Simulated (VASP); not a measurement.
A run of VASP 6.6.1:

INCAR

```
ALGO     = Normal         # electronic algorithm
EDIFF    = 1E-6           # SCF threshold, eV
ENCUT    = 700            # plane-wave cutoff, eV
GGA      = PE             # functional
GGA_COMPAT= F            
ISIF     = 2              # what is computed and relaxed
ISMEAR   = -1             # smearing method
LASPH    = T              # aspherical terms in the spheres
LCHARG   = F              # write CHGCAR
LREAL    = F              # projectors in reciprocal space
LWAVE    = F              # write WAVECAR
NBANDS   = 64             # bands
NELM     = 120            # most SCF steps
PREC     = Accurate       # precision mode
SIGMA    = 0.02           # smearing width, eV
```

File KPOINTS:

```
k-points
0
Gamma
  6 6 6
```

Contents of POSCAR:

```
CdSb2C
1.0
   -3.0411712996      3.0411712996      5.0963716763
    3.0411712996     -3.0411712996      5.0963716763
    3.0411712996      3.0411712996     -5.0963716763
Cd Sb C
2 4 2
Direct
    0.0000000000      0.0000000000      0.0000000000
    0.7500000000      0.2500000000      0.5000000000
    0.3750000000      0.4524834671      0.5774834671
    0.2024834671      0.6250000000      0.0774834671
    0.8750000000      0.7975165329      0.4225165329
    0.5475165329      0.1250000000     -0.0774834671
    0.5000000000      0.5000000000      0.0000000000
    0.2500000000      0.7500000000      0.5000000000
```

Potentials or basis: VASP PAW PBE potentials, release 64 (Cd_sv_GW, Sb_d_GW, C).

Command:

```bash
$ cat potpaw_PBE.64/Cd_sv_GW/POTCAR potpaw_PBE.64/Sb_d_GW/POTCAR potpaw_PBE.64/C/POTCAR > POTCAR
$ mpirun -np 1 vasp_std > vasp.out
```

Hardware: 1 thread of Intel(R) Xeon(R) Platinum 8259CL CPU @ 2.50GHz (Skylake/Cascade Lake) (shared host).

Question: How long does it take, and how much memory?

Answer: It took 24 min on 1 thread of Intel(R) Xeon(R) Platinum 8259CL CPU @ 2.50GHz (Skylake/Cascade Lake), on a shared host, peak memory 0.87 GiB. Counts: scf iterations 17, k points 30.
